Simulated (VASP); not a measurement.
# RbAuCl3 (Pm-3m) in VASP: notebook

The runs below take RbAuCl3 through single point, relaxation of cell and atoms, with LDA.

Everything below comes from runs of VASP 6.6.1. Logs are shortened: lines on timing, memory, paths and dates and some standing lists are left out, and cuts for length are marked.

## Step 1: The cell of the first run

The structure is cubic, space group Pm-3m (No. 221). Conventional cell: a = 4.977 Å, b = 4.977 Å, c = 4.977 Å, α = 90.00°, β = 90.00°, γ = 90.00°. Within 4.6 Å of Rb (site symmetry m-3m) lie 12 Cl at 3.52 Å and 8 Au at 4.31 Å. Within 3.3 Å of Au (site symmetry m-3m) lie 6 Cl at 2.49 Å. Within 3.3 Å of Cl (site symmetry 4/mmm) lie 2 Au at 2.49 Å.

## Step 2: Single point, LDA

Input file INCAR:

```
SYSTEM = RbAuCl3
ALGO     = Normal         ! electronic algorithm
EDIFF    = 1E-6           ! SCF threshold, eV
ENCUT    = 520            ! plane-wave cutoff, eV
GGA      = CA             ! functional
ISIF     = 2              ! what is computed and relaxed
ISMEAR   = -1             ! smearing method
LASPH    = .TRUE.         ! aspherical terms in the spheres
LCHARG   = .FALSE.        ! write CHGCAR
LREAL    = .FALSE.        ! projectors in reciprocal space
LWAVE    = .FALSE.        ! write WAVECAR
NBANDS   = 28             ! bands
NELM     = 100            ! most SCF steps
PREC     = Accurate       ! precision mode
SIGMA    = 0.05           ! smearing width, eV
```

Input file KPOINTS:

```
k-points
0
G
  4 4 4
  0 0 0
```

Input file POSCAR:

```
RbAuCl3
1.0
    4.9771472951      0.0000000000      0.0000000000
    0.0000000000      4.9771472951      0.0000000000
    0.0000000000      0.0000000000      4.9771472951
Rb Au Cl
1 1 3
Direct
    0.5000000000      0.5000000000      0.5000000000
    0.0000000000      0.0000000000      0.0000000000
    0.0000000000      0.0000000000      0.5000000000
    0.5000000000      0.0000000000      0.0000000000
    0.0000000000      0.5000000000      0.0000000000
```

Potentials or basis: VASP PAW LDA potentials, release 64 (Rb_sv, Au, Cl).

On the command line:

```console
> cat potpaw_LDA.64/Rb_sv/POTCAR potpaw_LDA.64/Au/POTCAR potpaw_LDA.64/Cl/POTCAR > POTCAR
> mpirun -np 1 vasp_std > vasp.out
```

OUTCAR:

```text
SYSTEM = RbAuCl3
   EDIFF = 1E-6
   ENCUT = 520
   GGA = CA
   ISIF = 2
   ISMEAR = -1
   LASPH = .TRUE.
   LREAL = .FALSE.
   NELM = 100
   PREC = Accurate

 ion  position               nearest neighbor table
   1  0.500  0.500  0.500-   3 3.52   4 3.52   5 3.52   4 3.52   5 3.52   3 3.52   4 3.52   4 3.52
                             3 3.52   5 3.52   5 3.52   3 3.52   2 4.31   2 4.31   2 4.31   2 4.31
   2  0.000  0.000  0.000-   3 2.49   4 2.49   5 2.49   3 2.49   5 2.49   4 2.49   1 4.31   1 4.31
                             1 4.31   1 4.31   1 4.31   1 4.31   1 4.31   1 4.31
   3  0.000  0.000  0.500-   2 2.49   2 2.49   1 3.52   1 3.52   1 3.52   1 3.52
   4  0.500  0.000  0.000-   2 2.49   2 2.49   1 3.52   1 3.52   1 3.52   1 3.52
   5  0.000  0.500  0.000-   2 2.49   2 2.49   1 3.52   1 3.52   1 3.52   1 3.52

  LATTYP: Found a simple cubic cell.
 ALAT       =     4.9771472951

  Lattice vectors:

 A1 = (   4.9771472951,   0.0000000000,   0.0000000000)
 A2 = (   0.0000000000,   4.9771472951,   0.0000000000)
 A3 = (   0.0000000000,   0.0000000000,   4.9771472951)

Analysis of symmetry for initial positions (statically):
=====================================================================
 Subroutine PRICEL returns:
 Original cell was already a primitive cell.

 Routine SETGRP: Setting up the symmetry group for a
 simple cubic supercell.

 Subroutine GETGRP returns: Found 48 space group operations
 (whereof 48 operations were pure point group operations)
 out of a pool of 48 trial point group operations.

The static configuration has the point symmetry O_h .

Analysis of symmetry for dynamics (positions and initial velocities):
=====================================================================
 Subroutine PRICEL returns:
 Original cell was already a primitive cell.

 Routine SETGRP: Setting up the symmetry group for a
 simple cubic supercell.

 Subroutine GETGRP returns: Found 48 space group operations
 (whereof 48 operations were pure point group operations)
 out of a pool of 48 trial point group operations.

The dynamic configuration has the point symmetry O_h .

 Subroutine INISYM returns: Found 48 space group operations
 (whereof 48 operations are pure point group operations),
 and found     1 'primitive' translations

----------------------------------------------------------------------------------------

                                     Primitive cell

  volume of cell :     123.2939

  direct lattice vectors                    reciprocal lattice vectors
     4.977147295  0.000000000  0.000000000     0.200918305  0.000000000  0.000000000
     0.000000000  4.977147295  0.000000000     0.000000000  0.200918305  0.000000000
     0.000000000  0.000000000  4.977147295     0.000000000  0.000000000  0.200918305

  length of vectors
     4.977147295  4.977147295  4.977147295     0.200918305  0.200918305  0.200918305

  position of ions in fractional coordinates (direct lattice)
     0.500000000  0.500000000  0.500000000
     0.000000000  0.000000000  0.000000000
     0.000000000  0.000000000  0.500000000
     0.500000000  0.000000000  0.000000000
     0.000000000  0.500000000  0.000000000

  ion indices of the primitive-cell ions
   primitive index   ion index
                 1           1
                 2           2
                 3           3
                 4           4
                 5           5

----------------------------------------------------------------------------------------

 KPOINTS: k-points

Automatic generation of k-mesh.
 Grid dimensions read from file:
 generate k-points for:    4    4    4

 Generating k-lattice:

  Cartesian coordinates                     Fractional coordinates (reciprocal lattice)
     0.050229576  0.000000000  0.000000000     0.250000000  0.000000000  0.000000000
     0.000000000  0.050229576  0.000000000     0.000000000  0.250000000  0.000000000
     0.000000000  0.000000000  0.050229576     0.000000000  0.000000000  0.250000000

  Length of vectors
     0.050229576  0.050229576  0.050229576

  Shift w.r.t. Gamma in fractional coordinates (k-lattice)
     0.000000000  0.000000000  0.000000000

 Subroutine IBZKPT returns following result:
 ===========================================

 Found     10 irreducible k-points:

 Following reciprocal coordinates:
            Coordinates               Weight
  0.000000  0.000000  0.000000      1.000000
  0.250000  0.000000  0.000000      6.000000
  0.500000  0.000000  0.000000      3.000000
  0.250000  0.250000  0.000000     12.000000
  0.500000  0.250000  0.000000     12.000000
  0.500000  0.500000  0.000000      3.000000
  0.250000  0.250000  0.250000      8.000000
  0.500000  0.250000  0.250000     12.000000
  0.500000  0.500000  0.250000      6.000000
  0.500000  0.500000  0.500000      1.000000
   k-points           NKPTS =     10   k-points in BZ     NKDIM =     10   number of bands    NBANDS=     28
   number of dos      NEDOS =    301   number of ions     NIONS =      5
   total plane-waves  NPLWV =  64000
   dimension x,y,z NGX =    40 NGY =   40 NGZ =   40
   dimension x,y,z NGXF=    80 NGYF=   80 NGZF=   80
   ions per type =               1   1   3
   NGX,Y,Z   is equivalent  to a cutoff of  13.36, 13.36, 13.36 a.u.
   NGXF,Y,Z  is equivalent  to a cutoff of  26.72, 26.72, 26.72 a.u.
 SYSTEM =  RbAuCl3
   PREC   = accura    normal or accurate (medium, high low for compatibility)
   ISTART =      0    job   : 0-new  1-cont  2-samecut
   ICHARG =      2    charge: 1-file 2-atom 10-const
   ISPIN  =      1    spin polarized calculation?
   LNONCOLLINEAR =      F non collinear calculations
   LSORBIT =      F    spin-orbit coupling
   LASPH  =      T    aspherical Exc in radial PAW
   ENCUT  =  520.0 eV  38.22 Ry    6.18 a.u.   9.25  9.25  9.25*2*pi/ulx,y,z
   NELM   =    100;   NELMIN=  2; NELMDL= -5     # of ELM steps
   EDIFF  = 0.1E-05   stopping-criterion for ELM
   LREAL  =      F    real-space projection
   EDIFFG = 0.1E-04   stopping-criterion for IOM
   NSW    =      0    number of steps for IOM
   IBRION =     -1    ionic relax: 0-MD 1-quasi-New 2-CG
   NFREE  =      0    steps in history (QN), initial steepest desc. (CG)
   ISIF   =      2    stress and relaxation
   ISYM   =      2    0-nonsym 1-usesym 2-fastsym
   POTIM  = 0.5000    time-step for ionic-motion
   TEBEG  =    0.0;   TEEND  =   0.0 temperature during run
   PSTRESS=    0.0 pullay stress
   NELECT =      41.0000    total number of electrons
   NUPDOWN=      -1.0000    fix difference up-down
   EMIN   =  10.00;   EMAX   =-10.00  energy-range for DOS
   EFERMI =   0.00;   METHOD = LEGACY
   ISMEAR =    -1;   SIGMA  =   0.05  broadening in eV -4-tet -1-fermi 0-gaus
   EFERMI_NEDOS =   21; number of points for ismear=-14 and -15
   IALGO  =     38    algorithm
   IMIX   =      4    mixing-type and parameters
     AMIX     =   0.40;   BMIX     =  1.00
     AMIX_MAG =   1.60;   BMIX_MAG =  1.00
  volume/ion in A,a.u.               =      24.66       166.41
  Fermi-wavevector in a.u.,A,eV,Ry     =   1.134198  2.143324 17.502610  1.286406
  Thomas-Fermi vector in A             =   2.270902
   LORBIT       =      0    0 simple, 1 ext, 2 COOP (PROOUT), +10 PAW based schemes
   GGA     = CA    functional components
   LHFCALC =     F    Hartree Fock is set to
   AEXX    =    0.0000 exact exchange contribution
   IVDW    =     0    specifies the selected vdW correction
   LEPSILON=     F    determine dielectric tensor
   LRPA    =     F    only Hartree local field effects (RPA)
 non-spin polarized calculation
  energy-cutoff  :      520.00
  volume of cell :      123.29
 maximum number of plane-waves:      3362
 NGX is ok and might be reduce to    40
   NGX = 19   NGY = 19   NGZ = 19

 number of electron      40.9999990 magnetization

 Free energy of the ion-electron system (eV)
  ---------------------------------------------------
  ext. energy  EPLUGINS =         0.00000000
  ---------------------------------------------------
  free energy    TOTEN  =       -17.20394454 eV

  energy without entropy =      -17.19304077  energy(sigma->0) =      -17.19849266

 E-fermi :   2.3840     XC(G=0):  -9.5157

 val. band max:        2.0487577283   @ k =   0.5000   0.5000   0.2500
 cond. band min:       2.4392943134   @ k =   0.5000   0.2500   0.0000
 fundamental gap:      0.3905365850
 Fermi energy:         2.3839730307

 k-point     1 :       0.0000    0.0000    0.0000
  band No.  band energies     occupation
      1     -23.2390      2.00000
      2     -13.1844      2.00000
      3     -12.3624      2.00000
      4     -12.3624      2.00000
      5      -7.4417      2.00000
      6      -7.4417      2.00000
[... 20 lines left out ...]
     27       9.0651      0.00000
     28       9.0651      0.00000

 k-point     2 :       0.2500    0.0000    0.0000
  band No.  band energies     occupation
      1     -23.2376      2.00000
      2     -13.0799      2.00000
      3     -12.3909      2.00000
      4     -12.3578      2.00000
      5      -7.4295      2.00000
      6      -7.4295      2.00000
[... 20 lines left out ...]
     27       9.5836      0.00000
     28       9.5836      0.00000

 k-point     3 :       0.5000    0.0000    0.0000
  band No.  band energies     occupation
      1     -23.2362      2.00000
      2     -12.9634      2.00000
      3     -12.4261      2.00000
      4     -12.3532      2.00000
      5      -7.4171      2.00000
      6      -7.4171      2.00000
[... 20 lines left out ...]
     27      10.4722      0.00000
     28      10.4722      0.00000

 k-point     4 :       0.2500    0.2500    0.0000
  band No.  band energies     occupation
      1     -23.2363      2.00000
      2     -12.9650      2.00000
      3     -12.3990      2.00000
      4     -12.3710      2.00000
      5      -7.4384      2.00000
      6      -7.4173      2.00000
[... 144 lines left out ...]
     27       9.7113      0.00000
     28      10.2304      0.00000

 k-point     9 :       0.5000    0.5000    0.2500
  band No.  band energies     occupation
      1     -23.2326      2.00000
      2     -12.5353      2.00000
      3     -12.4201      2.00000
      4     -12.4201      2.00000
      5      -7.4828      2.00000
      6      -7.4828      2.00000
[... 20 lines left out ...]
     27      10.3242      0.00000
     28      10.5133      0.00000

 k-point    10 :       0.5000    0.5000    0.5000
  band No.  band energies     occupation
      1     -23.2316      2.00000
      2     -12.4059      2.00000
      3     -12.4059      2.00000
      4     -12.4059      2.00000
      5      -7.5294      2.00000
      6      -7.5294      2.00000
[... 20 lines left out ...]
     27      10.5724      0.00000
     28      10.5724      0.00000

------------------------ aborting loop because EDIFF is reached ----------------------------------------

  FORCE on cell =-STRESS in cart. coord.  units (eV):
  Direction    XX          YY          ZZ          XY          YZ          ZX
  --------------------------------------------------------------------------------------
  -------------------------------------------------------------------------------------
  Total        0.0215835      0.0215835      0.0215835     -0.0000000     -0.0000000      0.0000000
  in kB        0.2804729      0.2804729      0.2804729     -0.0000000     -0.0000000      0.0000000
  external PRESSURE =       0.2804729 kB  Pullay stress =       0.0000000 kB

 VOLUME and BASIS-vectors are now :
 -----------------------------------------------------------------------------
  energy-cutoff  :      520.00
  volume of cell :      123.29
      direct lattice vectors                 reciprocal lattice vectors
     4.977147295  0.000000000  0.000000000     0.200918305  0.000000000  0.000000000
     0.000000000  4.977147295  0.000000000     0.000000000  0.200918305  0.000000000
     0.000000000  0.000000000  4.977147295     0.000000000  0.000000000  0.200918305

 POSITION                                       TOTAL-FORCE (eV/Angst)
 -----------------------------------------------------------------------------------
      2.48857      2.48857      2.48857         0.000000      0.000000      0.000000
      0.00000      0.00000      0.00000         0.000000      0.000000      0.000000
      0.00000      0.00000      2.48857         0.000000      0.000000      0.000000
      2.48857      0.00000      0.00000         0.000000      0.000000      0.000000
      0.00000      2.48857      0.00000         0.000000      0.000000      0.000000
 -----------------------------------------------------------------------------------
    total drift:                                0.000000      0.000000     -0.000000

  FREE ENERGIE OF THE ION-ELECTRON SYSTEM (eV)
  ---------------------------------------------------
  free  energy   TOTEN  =       -17.2039445434 eV

  energy  without entropy=      -17.1930407723  energy(sigma->0) =      -17.19849266
```

Wall time 28 s (1 thread of Intel Xeon 8259CL, shared host); peak memory 0.21 GiB.

Results:

- Free energy: -17.2039 eV
- Pressure: 0.0 GPa
- Band gap on the k mesh: zero (an odd number of electrons rules out a gap without spin polarisation)

Levels at points of the mesh, in eV from the Fermi level:
| k point | band 16 | band 17 | band 18 | band 19 | band 20 | band 21 | band 22 | band 23 | band 24 | band 25 |
| --- | --- | --- | --- | --- | --- | --- | --- | --- | --- | --- |
| (0.00, 0.00, 0.00) | -2.50 | -2.50 | -2.50 | -2.20 | -2.20 | -2.20 | 0.47 | 3.78 | 4.94 | 4.94 |
| (0.50, 0.00, 0.00) | -2.77 | -2.41 | -2.41 | -1.78 | -1.71 | -1.71 | 4.35 | 5.71 | 6.22 | 6.51 |
| (0.50, 0.50, 0.00) | -2.69 | -1.98 | -1.78 | -1.78 | -1.73 | 1.42 | 6.15 | 6.73 | 6.73 | 7.01 |
| (0.50, 0.50, 0.50) | -1.81 | -1.71 | -1.71 | -1.71 | 1.42 | 1.42 | 5.06 | 5.06 | 5.06 | 5.18 |

Caveat: spin-orbit coupling is left out, which moves the levels of the heavy elements; an odd number of electrons without spin polarisation forces a metal; a magnetic or distorted state may lie lower.

## Step 3: Relaxation of cell and atoms, LDA

This run uses another cell than the first one, of 27.53 Å³/atom.

Input file INCAR:

```
PREC = Accurate
ENCUT = 600
EDIFF = 1E-6
ISMEAR = -1
SIGMA = 0.05
LREAL = False
LASPH = True
NELM = 60
ALGO = Normal
ISIF = 3
LWAVE = False
LCHARG = False
GGA = CA
IBRION = 2
NSW = 80
EDIFFG = -0.02
```

Input file KPOINTS:

```
regular mesh
0
Gamma
  4 4 4
```

Changes to POSCAR since step 2:

```diff
@@ -2,5 +2,5 @@
 1.0
-    4.9771472951      0.0000000000      0.0000000000
-    0.0000000000      4.9771472951      0.0000000000
-    0.0000000000      0.0000000000      4.9771472951
+    5.1635330000      0.0000000000      0.0000000000
+    0.0000000000      5.1635330000      0.0000000000
+    0.0000000000      0.0000000000      5.1635330000
 Rb Au Cl
```

Potentials or basis: VASP PAW LDA potentials, release 64 (Rb_sv, Au, Cl).

On the command line:

```console
> cat potpaw_LDA.64/Rb_sv/POTCAR potpaw_LDA.64/Au/POTCAR potpaw_LDA.64/Cl/POTCAR > POTCAR
> mpirun -np 1 vasp_std > vasp.out
```

It took 59 s on 1 thread of Intel Xeon 8259CL, shared host; peak memory 0.24 GiB.

Results (log left out):

| Item | Value |
| --- | --- |
| Free energy | -17.2051 eV |
| Relaxed volume | 24.68 Å³/atom |
| Relaxed cell | a = 4.979 Å, b = 4.979 Å, c = 4.979 Å, α = 90.00°, β = 90.00°, γ = 90.00° |
| Space group after relaxing (to 0.1 Å) | Pm-3m (No. 221) |
| Energy gained by relaxing | 42.6 meV/atom |
| Ionic steps | 2 |
| Pressure after relaxing | 0.0 GPa |
| Band gap on the k mesh | zero (an odd number of electrons rules out a gap without spin polarisation) |

The path:
```csv
step,energy change (eV),largest force (eV/Å),pressure (GPa),volume (Å³)
1,0.0000,0.0000,-4.32,137.67
2,-0.2132,0.0000,0.02,123.41
```

Final structure:
```cif
data_structure
_symmetry_space_group_name_H-M 'P 1'
_symmetry_Int_Tables_number 1
_cell_length_a 4.9787
_cell_length_b 4.9787
_cell_length_c 4.9787
_cell_angle_alpha 90.000
_cell_angle_beta 90.000
_cell_angle_gamma 90.000
_cell_volume 123.41
loop_
_atom_site_label
_atom_site_type_symbol
_atom_site_fract_x
_atom_site_fract_y
_atom_site_fract_z
_atom_site_occupancy
Rb1 Rb 0.50000 0.50000 0.50000 1
Au1 Au 0.00000 0.00000 0.00000 1
Cl1 Cl 0.00000 0.00000 0.50000 1
Cl2 Cl 0.50000 0.00000 0.00000 1
Cl3 Cl 0.00000 0.50000 0.00000 1
```

Levels at points of the mesh, in eV from the Fermi level:
| k point | band 17 | band 18 | band 19 | band 20 | band 21 | band 22 | band 23 | band 24 |
| --- | --- | --- | --- | --- | --- | --- | --- | --- |
| (0.00, 0.00, 0.00) | -2.49 | -2.49 | -2.20 | -2.20 | -2.20 | 0.47 | 3.78 | 4.94 |
| (0.50, 0.00, 0.00) | -2.40 | -2.40 | -1.78 | -1.70 | -1.70 | 4.35 | 5.71 | 6.22 |
| (0.50, 0.50, 0.00) | -1.98 | -1.78 | -1.78 | -1.73 | 1.42 | 6.14 | 6.73 | 6.73 |
| (0.50, 0.50, 0.50) | -1.70 | -1.70 | -1.70 | 1.42 | 1.42 | 5.06 | 5.06 | 5.06 |

Caveat: spin-orbit coupling is left out, which moves the levels of the heavy elements; an odd number of electrons without spin polarisation forces a metal; a magnetic or distorted state may lie lower.
